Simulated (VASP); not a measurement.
# K2S (Fm-3m) in VASP: notebook

Aim: see how the results for K2S move with the level of theory and the settings. Levels: PBE, r2SCAN. Tasks: single point.

All numbers are computed with VASP 6.6.1; they aren't measurements. Logs are shortened: lines on timing, memory, paths and dates and some standing lists are left out, and cuts for length are marked.

**1. The cell of the first run**

Symmetry: Fm-3m, No. 225, cubic system. The conventional cell has a = 7.405 Å, b = 7.405 Å, c = 7.405 Å, α = 90.00°, β = 90.00°, γ = 90.00°. K (site symmetry -43m) has 4 S at 3.21 Å and 6 K at 3.70 Å within 4.2 Å. S (site symmetry m-3m) has 8 K at 3.21 Å within 4.2 Å.

**2. Single point, PBE**

INCAR reads:

```
PREC = Accurate
ENCUT = 500
EDIFF = 1E-6
ISMEAR = 0
SIGMA = 0.01
LREAL = False
LASPH = True
NELM = 120
ALGO = Normal
ISIF = 2
LWAVE = False
LCHARG = True
GGA = PE
LELF = True
LVHAR = True
NBANDS = 19
GGA_COMPAT = False
```

KPOINTS reads:

```
Automatic mesh
0
Gamma
  6 6 6
```

POSCAR reads:

```
K2S
1.0
    0.0000000000      3.7027186719      3.7027186719
    3.7027186719      0.0000000000      3.7027186719
    3.7027186719      3.7027186719      0.0000000000
K S
2 1
Direct
    0.2500000000      0.2500000000      0.2500000000
    0.7500000000      0.7500000000      0.7500000000
    0.0000000000      0.0000000000      0.0000000000
```

Potentials or basis: VASP PAW PBE potentials, release 64 (K_sv, S).

Run with:

```sh
$ cat potpaw_PBE.64/K_sv/POTCAR potpaw_PBE.64/S/POTCAR > POTCAR
$ mpirun -np 1 vasp_std > vasp.out
```

OUTCAR:

```text
PREC = Accurate
   ENCUT = 500
   EDIFF = 1E-6
   ISMEAR = 0
   LREAL = False
   LASPH = True
   NELM = 120
   ISIF = 2
   GGA = PE

 ion  position               nearest neighbor table
   1  0.250  0.250  0.250-   3 3.21   3 3.21   3 3.21   3 3.21   2 3.70   2 3.70   2 3.70   2 3.70
                             2 3.70   2 3.70
   2  0.750  0.750  0.750-   3 3.21   3 3.21   3 3.21   3 3.21   1 3.70   1 3.70   1 3.70   1 3.70
                             1 3.70   1 3.70
   3  0.000  0.000  0.000-   1 3.21   2 3.21   2 3.21   2 3.21   2 3.21   1 3.21   1 3.21   1 3.21

  LATTYP: Found a face centered cubic cell.
 ALAT       =     7.4054373438

  Lattice vectors:

 A1 = (   0.0000000000,   3.7027186719,   3.7027186719)
 A2 = (   3.7027186719,   0.0000000000,   3.7027186719)
 A3 = (   3.7027186719,   3.7027186719,   0.0000000000)

Analysis of symmetry for initial positions (statically):
=====================================================================
 Subroutine PRICEL returns:
 Original cell was already a primitive cell.

 Routine SETGRP: Setting up the symmetry group for a
 face centered cubic supercell.

 Subroutine GETGRP returns: Found 48 space group operations
 (whereof 48 operations were pure point group operations)
 out of a pool of 48 trial point group operations.

The static configuration has the point symmetry O_h .

Analysis of symmetry for dynamics (positions and initial velocities):
=====================================================================
 Subroutine PRICEL returns:
 Original cell was already a primitive cell.

 Routine SETGRP: Setting up the symmetry group for a
 face centered cubic supercell.

 Subroutine GETGRP returns: Found 48 space group operations
 (whereof 48 operations were pure point group operations)
 out of a pool of 48 trial point group operations.

The dynamic configuration has the point symmetry O_h .

 Subroutine INISYM returns: Found 48 space group operations
 (whereof 48 operations are pure point group operations),
 and found     1 'primitive' translations

----------------------------------------------------------------------------------------

                                     Primitive cell

  volume of cell :     101.5295

  direct lattice vectors                    reciprocal lattice vectors
     0.000000000  3.702718672  3.702718672    -0.135035914  0.135035914  0.135035914
     3.702718672  0.000000000  3.702718672     0.135035914 -0.135035914  0.135035914
     3.702718672  3.702718672  0.000000000     0.135035914  0.135035914 -0.135035914

  length of vectors
     5.236434963  5.236434963  5.236434963     0.233889064  0.233889064  0.233889064

  position of ions in fractional coordinates (direct lattice)
     0.250000000  0.250000000  0.250000000
     0.750000000  0.750000000  0.750000000
     0.000000000  0.000000000  0.000000000

  ion indices of the primitive-cell ions
   primitive index   ion index
                 1           1
                 2           2
                 3           3

----------------------------------------------------------------------------------------

 KPOINTS: Automatic mesh

Automatic generation of k-mesh.
 Grid dimensions read from file:
 generate k-points for:    6    6    6

 Generating k-lattice:

  Cartesian coordinates                     Fractional coordinates (reciprocal lattice)
    -0.022505986  0.022505986  0.022505986     0.166666667  0.000000000  0.000000000
     0.022505986 -0.022505986  0.022505986     0.000000000  0.166666667  0.000000000
     0.022505986  0.022505986 -0.022505986     0.000000000  0.000000000  0.166666667

  Length of vectors
     0.038981511  0.038981511  0.038981511

  Shift w.r.t. Gamma in fractional coordinates (k-lattice)
     0.000000000  0.000000000  0.000000000

 Subroutine IBZKPT returns following result:
 ===========================================

 Found     16 irreducible k-points:

 Following reciprocal coordinates:
            Coordinates               Weight
  0.000000  0.000000  0.000000      1.000000
  0.166667  0.000000  0.000000      8.000000
  0.333333  0.000000  0.000000      8.000000
  0.500000  0.000000  0.000000      4.000000
  0.166667  0.166667  0.000000      6.000000
  0.333333  0.166667  0.000000     24.000000
[... 8 lines left out ...]
 -0.333333  0.333333  0.166667     24.000000
 -0.333333  0.500000  0.166667     12.000000
   k-points           NKPTS =     16   k-points in BZ     NKDIM =     16   number of bands    NBANDS=     19
   number of dos      NEDOS =    301   number of ions     NIONS =      3
   total plane-waves  NPLWV =  64000
   dimension x,y,z NGX =    40 NGY =   40 NGZ =   40
   dimension x,y,z NGXF=    80 NGYF=   80 NGZF=   80
   ions per type =               2   1
   NGX,Y,Z   is equivalent  to a cutoff of  12.70, 12.70, 12.70 a.u.
   NGXF,Y,Z  is equivalent  to a cutoff of  25.40, 25.40, 25.40 a.u.
 SYSTEM =  unknown system
   PREC   = accura    normal or accurate (medium, high low for compatibility)
   ISTART =      0    job   : 0-new  1-cont  2-samecut
   ICHARG =      2    charge: 1-file 2-atom 10-const
   ISPIN  =      1    spin polarized calculation?
   LNONCOLLINEAR =      F non collinear calculations
   LSORBIT =      F    spin-orbit coupling
   LASPH  =      T    aspherical Exc in radial PAW
   ENCUT  =  500.0 eV  36.75 Ry    6.06 a.u.   9.55  9.55  9.55*2*pi/ulx,y,z
   NELM   =    120;   NELMIN=  2; NELMDL= -5     # of ELM steps
   EDIFF  = 0.1E-05   stopping-criterion for ELM
   LREAL  =      F    real-space projection
   EDIFFG = 0.1E-04   stopping-criterion for IOM
   NSW    =      0    number of steps for IOM
   IBRION =     -1    ionic relax: 0-MD 1-quasi-New 2-CG
   NFREE  =      0    steps in history (QN), initial steepest desc. (CG)
   ISIF   =      2    stress and relaxation
   ISYM   =      2    0-nonsym 1-usesym 2-fastsym
   POTIM  = 0.5000    time-step for ionic-motion
   TEBEG  =    0.0;   TEEND  =   0.0 temperature during run
   PSTRESS=    0.0 pullay stress
   NELECT =      24.0000    total number of electrons
   NUPDOWN=      -1.0000    fix difference up-down
   EMIN   =  10.00;   EMAX   =-10.00  energy-range for DOS
   EFERMI =   0.00;   METHOD = LEGACY
   ISMEAR =     0;   SIGMA  =   0.01  broadening in eV -4-tet -1-fermi 0-gaus
   EFERMI_NEDOS =   21; number of points for ismear=-14 and -15
   IALGO  =     38    algorithm
   IMIX   =      4    mixing-type and parameters
     AMIX     =   0.40;   BMIX     =  1.00
     AMIX_MAG =   1.60;   BMIX_MAG =  1.00
  volume/ion in A,a.u.               =      33.84       228.38
  Fermi-wavevector in a.u.,A,eV,Ry     =   1.012235  1.912846 13.940787  1.024619
  Thomas-Fermi vector in A             =   2.145332
   LORBIT       =      0    0 simple, 1 ext, 2 COOP (PROOUT), +10 PAW based schemes
   GGA     = PE    functional components
   LHFCALC =     F    Hartree Fock is set to
   AEXX    =    0.0000 exact exchange contribution
   IVDW    =     0    specifies the selected vdW correction
   LEPSILON=     F    determine dielectric tensor
   LRPA    =     F    only Hartree local field effects (RPA)
 non-spin polarized calculation
 Gauss-broadening in eV      SIGMA  =   0.01
  energy-cutoff  :      500.00
  volume of cell :      101.53
 maximum number of plane-waves:      2637
 NGX is ok and might be reduce to    40
   NGX = 19   NGY = 19   NGZ = 19

 number of electron      23.9999996 magnetization

 Free energy of the ion-electron system (eV)
  ---------------------------------------------------
  ext. energy  EPLUGINS =         0.00000000
  ---------------------------------------------------
  free energy    TOTEN  =        -9.41660505 eV

  energy without entropy =       -9.41660505  energy(sigma->0) =       -9.41660505

 E-fermi :  -0.2370     XC(G=0):  -7.3365

 val. band max:       -0.3478812587   @ k =   0.5000   0.5000   0.0000
 cond. band min:       2.0311239703   @ k =   0.0000   0.0000   0.0000
 fundamental gap:      2.3790052291
 Fermi energy:        -0.2369914203

 k-point     1 :       0.0000    0.0000    0.0000
  band No.  band energies     occupation
      1     -29.5685      2.00000
      2     -29.4863      2.00000
      3     -13.1623      2.00000
      4     -13.1623      2.00000
      5     -13.1623      2.00000
      6     -12.9250      2.00000
[... 11 lines left out ...]
     18       7.1235      0.00000
     19       8.0561      0.00000

 k-point     2 :       0.1667    0.0000    0.0000
  band No.  band energies     occupation
      1     -29.5627      2.00000
      2     -29.4916      2.00000
      3     -13.1563      2.00000
      4     -13.1485      2.00000
      5     -13.1485      2.00000
      6     -12.9674      2.00000
[... 11 lines left out ...]
     18       7.2703      0.00000
     19       7.5721      0.00000

 k-point     3 :       0.3333    0.0000    0.0000
  band No.  band energies     occupation
      1     -29.5472      2.00000
      2     -29.5062      2.00000
      3     -13.1491      2.00000
      4     -13.1092      2.00000
      5     -13.1092      2.00000
      6     -13.0425      2.00000
[... 11 lines left out ...]
     18       7.3168      0.00000
     19       7.3168      0.00000

 k-point     4 :       0.5000    0.0000    0.0000
  band No.  band energies     occupation
      1     -29.5265      2.00000
      2     -29.5264      2.00000
      3     -13.1523      2.00000
      4     -13.0711      2.00000
      5     -13.0566      2.00000
      6     -13.0566      2.00000
[... 231 lines left out ...]
     18       7.2555      0.00000
     19       7.6409      0.00000

 k-point    15 :      -0.3333    0.3333    0.1667
  band No.  band energies     occupation
      1     -29.5261      2.00000
      2     -29.5261      2.00000
      3     -13.3070      2.00000
      4     -13.2241      2.00000
      5     -13.0624      2.00000
      6     -13.0599      2.00000
[... 11 lines left out ...]
     18       6.9565      0.00000
     19       7.6593      0.00000

 k-point    16 :      -0.3333    0.5000    0.1667
  band No.  band energies     occupation
      1     -29.5328      2.00000
      2     -29.5192      2.00000
      3     -13.3470      2.00000
      4     -13.2425      2.00000
      5     -13.1423      2.00000
      6     -12.9748      2.00000
[... 11 lines left out ...]
     18       7.1825      0.00000
     19       7.4693      0.00000

------------------------ aborting loop because EDIFF is reached ----------------------------------------

  FORCE on cell =-STRESS in cart. coord.  units (eV):
  Direction    XX          YY          ZZ          XY          YZ          ZX
  --------------------------------------------------------------------------------------
  -------------------------------------------------------------------------------------
  Total        0.3000963      0.3000963      0.3000963      0.0000000     -0.0000000     -0.0000000
  in kB        4.7356439      4.7356439      4.7356439      0.0000000     -0.0000000     -0.0000000
  external PRESSURE =       4.7356439 kB  Pullay stress =       0.0000000 kB

 VOLUME and BASIS-vectors are now :
 -----------------------------------------------------------------------------
  energy-cutoff  :      500.00
  volume of cell :      101.53
      direct lattice vectors                 reciprocal lattice vectors
     0.000000000  3.702718672  3.702718672    -0.135035914  0.135035914  0.135035914
     3.702718672  0.000000000  3.702718672     0.135035914 -0.135035914  0.135035914
     3.702718672  3.702718672  0.000000000     0.135035914  0.135035914 -0.135035914

 POSITION                                       TOTAL-FORCE (eV/Angst)
 -----------------------------------------------------------------------------------
      1.85136      1.85136      1.85136         0.000000     -0.000000     -0.000000
      5.55408      5.55408      5.55408         0.000000      0.000000      0.000000
      0.00000      0.00000      0.00000        -0.000000     -0.000000      0.000000
 -----------------------------------------------------------------------------------
    total drift:                               -0.000000     -0.000000      0.000000

  FREE ENERGIE OF THE ION-ELECTRON SYSTEM (eV)
  ---------------------------------------------------
  free  energy   TOTEN  =        -9.4166050512 eV

  energy  without entropy=       -9.4166050512  energy(sigma->0) =       -9.41660505
```

Run time: 56 s. Hardware: 1 thread of Intel Xeon Platinum 8175M at 2.50GHz (Skylake/Cascade Lake), shared host; peak memory 0.24 GiB.

Results:

```
Free energy            : -9.4166 eV
Pressure               : 0.5 GPa
Band gap on the k mesh : 2.38 eV (least direct gap 2.57 eV)
```

Levels at points of the mesh, in eV from the valence-band top:
```csv
k point,band 10,band 11,band 12,band 13,band 14,band 15
"(0.00, 0.00, 0.00)",-0.19,-0.19,-0.19,2.38,5.46,5.46
"(0.50, 0.00, 0.00)",-0.62,-0.07,-0.07,4.72,5.02,5.82
"(0.50, 0.50, 0.00)",-0.74,0.00,0.00,3.51,5.29,6.59
```

[end of part 1 of 3]
